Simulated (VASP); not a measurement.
SnS2, 3 atoms in the cell. It takes space group P-3m1 (No. 164, trigonal). Conventional cell: a = 3.661 Å, b = 3.661 Å, c = 5.962 Å, α = 90.00°, β = 90.00°, γ = 120.00°. Within 3.4 Å of Sn (site symmetry -3m) lie 6 S at 2.57 Å. Within 3.4 Å of S (site symmetry 3m) lie 3 Sn at 2.57 Å. 

```yaml
Program: VASP 6.6.1
Task: single point
Functional: PBE
Potentials_or_basis: VASP PAW PBE potentials, release 64 (Sn_d, S)
Cutoff: 500 eV
k_mesh: 6 × 6 × 2
Occupations: gaussian, width 0.01 eV
Spin: no spin polarisation
Dipole_correction: no
Further_INCAR_settings: ALGO = Normal; EDIFF = 1e-06; NBANDS = 20
```

Potentials or basis: VASP PAW PBE potentials, release 64 (Sn_d, S).

Command:

```sh
$ cat potpaw_PBE.64/Sn_d/POTCAR potpaw_PBE.64/S/POTCAR > POTCAR
$ mpirun -np 1 vasp_std > vasp.out
```

Hardware: 1 thread of AMD EPYC 9R45 (Zen 5) (shared host).

Task: How long does it take, and how much memory?

Result: Wall time 9.8 s on 1 thread of AMD EPYC 9R45 (Zen 5), on a shared host, peak memory 0.15 GiB. Counts: scf iterations 12, k points 14.
